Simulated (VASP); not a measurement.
Here is a VASP 6.6.1 calculation.

The input INCAR:

```
SYSTEM = NaI
  PREC = Accurate
  ENCUT = 520
  EDIFF = 1E-6
  ISMEAR = -1
  SIGMA = 0.02
  LREAL = .False.
  LASPH = .True.
  NELM = 80
  ALGO = Normal
  ISIF = 2
  LWAVE = .False.
  LCHARG = .True.
  GGA = PE
  LELF = .True.
  LVHAR = .True.
  NBANDS = 14
```

File KPOINTS:

```
regular mesh
0
Gamma
  8 8 8
  0 0 0
```

POSCAR

```
NaI
1.0
    0.0000000000      3.1867652621      3.1867652621
    3.1867652621      0.0000000000      3.1867652621
    3.1867652621      3.1867652621      0.0000000000
Na I
1 1
Direct
    0.0000000000      0.0000000000      0.0000000000
    0.5000000000      0.5000000000      0.5000000000
```

Potentials or basis: VASP PAW PBE potentials, release 64 (Na_pv, I).

Command:

```bash
$ cat potpaw_PBE.64/Na_pv/POTCAR potpaw_PBE.64/I/POTCAR > POTCAR
$ mpirun -np 1 vasp_std > vasp.out
```

Problem. Estimate the pressure.

Solution. 1.3 GPa.

Problem. Predict the band gap on the k mesh.

Solution. 3.77 eV, direct.

Caveat: the cell differs from its parent crystal (strain -1.3%); spin-orbit coupling is left out, which moves the levels of the heavy elements.
